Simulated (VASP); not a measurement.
Set up this calculation in VASP 6.6.1, as the native input.

* Task: single point
* Functional: LDA
* Potentials or basis: VASP PAW LDA potentials, release 64 (Cu)
* Cutoff: 520 eV
* k mesh: 15 × 15 × 4
* Occupations: fermi-dirac, width 0.05 eV
* Spin: no spin polarisation
* Dipole correction: no
* Further INCAR settings: ALGO = Normal; EDIFF = 1e-06; NBANDS = 30

The structure of Cu lies in POSCAR:

```
Cu
1.0
    2.5307600000      0.0000000000      0.0000000000
   -1.2653800000      2.1917100000      0.0000000000
    0.0000000000      0.0000000000      8.2618200000
Cu
4
Direct
    0.0000000000      0.0000000000      0.0000000000
    0.3333333333      0.6666666667      0.2500000000
    0.0000000000      0.0000000000      0.5000000000
    0.6666666667      0.3333333333      0.7500000000
```

This isn't the form of Cu at room conditions, which is fcc.

The input as run:

INCAR

```
PREC = Accurate
ENCUT = 520
EDIFF = 1E-6
ISMEAR = -1
SIGMA = 0.05
LREAL = F
LASPH = T
NELM = 80
ALGO = Normal
ISIF = 2
LWAVE = F
LCHARG = F
GGA = CA
NBANDS = 30
```

KPOINTS

```
regular mesh
0
Gamma
  15 15 4
```

Potentials or basis: VASP PAW LDA potentials, release 64 (Cu).

Launch:

```console
$ cat potpaw_LDA.64/Cu/POTCAR > POTCAR
$ mpirun -np 1 vasp_std > vasp.out
```

Results of the run:

| Property | Result |
| --- | --- |
| Pressure | -7.5 GPa |
| Band gap on the k mesh | zero (bands 22 and 23 overlap by 5.28 eV) |

Caveat: the cell stands under tension.

Wall time 77 s on 1 thread of Intel(R) Xeon(R) Platinum 8375C CPU @ 2.90GHz (Ice Lake) (shared host), peak memory 0.19 GiB.
